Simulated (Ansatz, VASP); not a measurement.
# Two plane-wave programs on Zn

```
Zn
1.0
     2.55142    0.00000    0.00000
    -1.27571    2.20959    0.00000
     0.00000    0.00000    4.85074
Zn
2
Direct
  0.33333 0.66667 0.25000
  0.66667 0.33333 0.75000
```

Alike in both runs: task single point; functional LDA; k mesh 15 × 15 × 7; occupations gaussian, width 0.1 eV; no spin polarisation.

```csv
,VASP,Ansatz
version,VASP 6.6.1,Ansatz 0.2.0
potentials or method,"VASP PAW LDA potentials, release 64 (Zn), cutoff 520 eV","scalar-relativistic, plane waves, PAW"
valence electrons in the cell,24,24
```

Ansatz gave:

- gap on the k mesh at the Fermi level (eV): none
- pressure (GPa): 0.0
- traceless stress, the component that is largest in VASP (GPa): 0.99

Estimate VASP's values.

gap on the k mesh at the Fermi level (eV): none; pressure (GPa): 1.0; traceless stress, the component that is largest in VASP (GPa): 0.68.

LDA's correlation is that of Perdew and Zunger in VASP and of Perdew and Wang (1992) in Ansatz. A gap of «none» marks a metal or a gap that the smearing closes.
